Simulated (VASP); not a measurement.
Write the native input for VASP 6.6.1 that does the following.

```
Task                   : single point
Functional             : PBEsol
Dispersion             : D3(BJ)
Potentials or basis    : VASP PAW PBE potentials, release 64 (Zn)
Cutoff                 : 520 eV
k mesh                 : 6 × 6 × 6
Occupations            : fermi-dirac, width 0.3 eV
Spin                   : no spin polarisation
Dipole correction      : no
Further INCAR settings : ALGO = Normal; EDIFF = 1e-06; NBANDS = 12
```

The structure of Zn lies in POSCAR:

```
Zn
1.0
   -1.5514084008      1.5514084008      1.5514084008
    1.5514084008     -1.5514084008      1.5514084008
    1.5514084008      1.5514084008     -1.5514084008
Zn
1
Direct
    0.0000000000      0.0000000000      0.0000000000
```

The input as run:

INCAR

```
  PREC = Accurate
  ENCUT = 520
  EDIFF = 1E-6
  ISMEAR = -1
  SIGMA = 0.3
  LREAL = F
  LASPH = T
  NELM = 100
  ALGO = Normal
  ISIF = 2
  LWAVE = F
  LCHARG = T
  GGA = PS
  IVDW = 12
  LELF = T
  LVHAR = T
  NBANDS = 12
```

KPOINTS

```
regular mesh
0
Gamma
  6 6 6
```

Potentials or basis: VASP PAW PBE potentials, release 64 (Zn).

Run with:

```bash
$ cat potpaw_PBE.64/Zn/POTCAR > POTCAR
$ mpirun -np 1 vasp_std > vasp.out
```

It gave:

- Pressure: -5.9 GPa
- Band gap on the k mesh: zero (band 6 reaches 7.38 eV, above the bottom of band 7 at 2.22 eV)
- Dispersion energy per atom: -0.366 eV

Caveat: the k points lie up to 0.48 Å⁻¹ apart; the PAW data sets were made with another functional, which shifts forces and pressure a little; pairwise dispersion overbinds metals, which lowers pressure and volume.

Run time: 2.5 s on 1 thread of Intel Xeon 6975P-C (shared host), peak memory 0.13 GiB.
